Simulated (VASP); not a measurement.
**SbBr: single point with PBE**

SbBr:

```
Sb Br
1.0
     3.78132    0.00000    0.00000
     0.00000    3.78132    0.00000
     0.00000    0.00000    3.78132
Sb Br
1 1
Direct
  0.00000 0.00000 0.00000
  0.50000 0.50000 0.50000
```

| Property | Result |
| --- | --- |
| Program | VASP 6.6.1 |
| Task | single point |
| Functional | PBE |
| Potentials or basis | VASP PAW PBE potentials, release 64 (Sb, Br) |
| Cutoff | 520 eV |
| k mesh | 14 × 14 × 14 |
| Occupations | gaussian, width 0.1 eV |
| Spin | no spin polarisation |

```
Pressure               : -0.2 GPa
Band gap on the k mesh : zero (band 6 reaches 8.59 eV, above the bottom of band 7 at 3.58 eV)
```

Levels at points of the mesh, in eV from the Fermi level:
```tsv
k point	band 4	band 5	band 6	band 7	band 8	band 9
(0.00, 0.00, 0.00)	-3.76	-3.76	2.68	2.68	2.68	3.68
(0.50, 0.00, 0.00)	-2.94	-2.72	-2.20	1.00	1.00	5.99
(0.50, 0.50, 0.00)	-6.04	-2.67	1.22	1.22	2.01	4.99
(0.50, 0.50, 0.50)	-4.56	-4.56	-2.33	-2.33	-2.33	10.33
```

It took 32 s on 1 thread of AMD EPYC 9R14 (Zen 4) (shared host), peak memory 0.19 GiB.

Caveat: spin-orbit coupling is left out, which moves the levels of the heavy elements.
